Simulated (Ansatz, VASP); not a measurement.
FeGe: VASP beside Ansatz

```
Ge Fe
1.0
     5.03070    0.00000    0.00000
    -2.51535    4.35671    0.00000
     0.00000    0.00000    4.14302
Ge Fe
3 3
Cartesian
  2.5154 1.4522 2.0715
  0.0000 2.9045 2.0715
  0.0000 0.0000 0.0000
  -1.2577 2.1784 0.0000
  1.2577 2.1784 0.0000
  2.5154 0.0000 0.0000
```

Alike in both runs: task single point; functional PBE; k mesh 6 × 6 × 7; occupations fermi-dirac, width 0.05 eV; collinear spin.

|  | VASP | Ansatz |
| --- | --- | --- |
| version | VASP 6.6.1 | Ansatz 0.2.0 |
| potentials or method | VASP PAW PBE potentials, release 64 (Ge_d, Fe) | Ansatz PAW |
| plane-wave cutoff (eV) | 520 | 420 |
| valence electrons in the cell | 66 | 90 |

```csv
,VASP,Ansatz,Ansatz less VASP
gap on the k mesh at the Fermi level (eV),none,none,-
pressure (GPa),-6.3,-6.3,-0.07
"traceless stress, the component that is largest in VASP (GPa)",-0.20,-0.16,+0.034
net moment per atom (μB),0.74,0.74,0.000
size of the moment on the site where the two differ most (μB),0.09,0.07,-0.021
```

Site moments also hang on the region over which each program counts them. A gap of «none» marks a metal or a gap that the smearing closes. VASP's potentials hold 66 valence electrons a cell and Ansatz's 90, so a difference there can come from the potentials and not from the codes.
